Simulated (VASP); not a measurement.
A run of VASP 6.6.1 is set up as follows.

File INCAR:

```
PREC = Accurate ; ENCUT = 520
EDIFF = 1E-7 ; ISMEAR = -1
SIGMA = 0.05 ; LREAL = Auto
LASPH = True ; NELM = 80
ALGO = Normal ; ISIF = 2
LWAVE = False ; LCHARG = False
GGA = PE ; NBANDS = 168
```

KPOINTS

```
Automatic mesh
0
Gamma
  3 3 2
  0 0 0.5
```

File POSCAR:

```
SiNi2
1.0
    5.9641014385     -3.4433755710      0.0000000000
   -5.9641014385     -3.4433755710      0.0000000000
    0.0000000000      0.0000000000    -10.1465877018
Si Ni
12 24
Direct
   -0.0132384507      0.3310350365      0.1227330839
    0.0186744153      0.3291615891      0.6181620052
    0.3390979100      0.0216785939      0.0973034511
    0.3164754323     -0.0126474071      0.6222626942
    0.6580529650      0.6433615649      0.1330054043
    0.6810362788      0.6738258046      0.6351580639
    0.3347725330      0.3240661423      0.3794817640
    0.3293760016      0.3369323788      0.8618438294
    0.6724162215      0.9843316071      0.3727291491
    0.6759657107      1.0020458453      0.8747307234
    0.0075499790      0.6607863534      0.3778943338
    0.0082846869      0.6619811474      0.8773610658
    0.6660024537      0.3328496694      0.5016156317
    0.6722525434      0.3359581291      1.0030934832
   -0.0195627544      0.9592438706      0.5073791457
   -0.0124041078      1.0055423611      1.0064728459
    0.3131545999      0.6245104713      0.5030682383
    0.3028898686      0.6610113764      0.9872650091
    0.3314525769      0.6631734607      0.2539827256
    0.3700439022      0.6948480692      0.7413069518
    0.6749908410      0.3089224529      0.2424075041
    0.6584005064      0.3301948210      0.7528311216
    1.0008139038      1.0153713356      0.2550741270
    1.0037434417      1.0055755702      0.7613607872
   -0.0022947272      0.3374771598      0.3784982807
   -0.0045616515      0.3209041408      0.8848906907
    0.3245677094     -0.0069395630      0.3561611161
    0.3583572695      0.0183271709      0.8742164618
    0.6642171513      0.6569582204      0.3848737245
    0.6558758525      0.6480835639      0.8695681011
    0.3318252353      0.3353535120      0.1166656254
    0.3421039688      0.3177038137      0.6360969017
    0.6604843173      0.9790632382      0.1240413070
    0.6512519594      0.9896779605      0.6046687990
    0.0062652042      0.6806665438      0.1223668524
   -0.0019858918      0.6563437896      0.6269164755
```

Potentials or basis: VASP PAW PBE potentials, release 64 (Si, Ni).

The run is started by

```bash
$ cat potpaw_PBE.64/Si/POTCAR potpaw_PBE.64/Ni/POTCAR > POTCAR
$ mpirun -np 1 vasp_std > vasp.out
```

What does it give for the pressure?

-5.8 GPa.

What does it give for the band gap on the k mesh?

Zero (bands 144 and 145 overlap by 0.22 eV).

Stress tensor (GPa, compression positive):
```
-6.97  0.78  0.03
 0.78 -6.00 -0.22
 0.03 -0.22 -4.47
```

Caveat: the cell stands under tension; the atoms stand as in a frame of molecular dynamics; forces of over 1 eV/Å act on the atoms, so gaps and moduli don't describe the material at rest. Spin polarisation is off, so any magnetic state and its effect on volume and gap are missing.
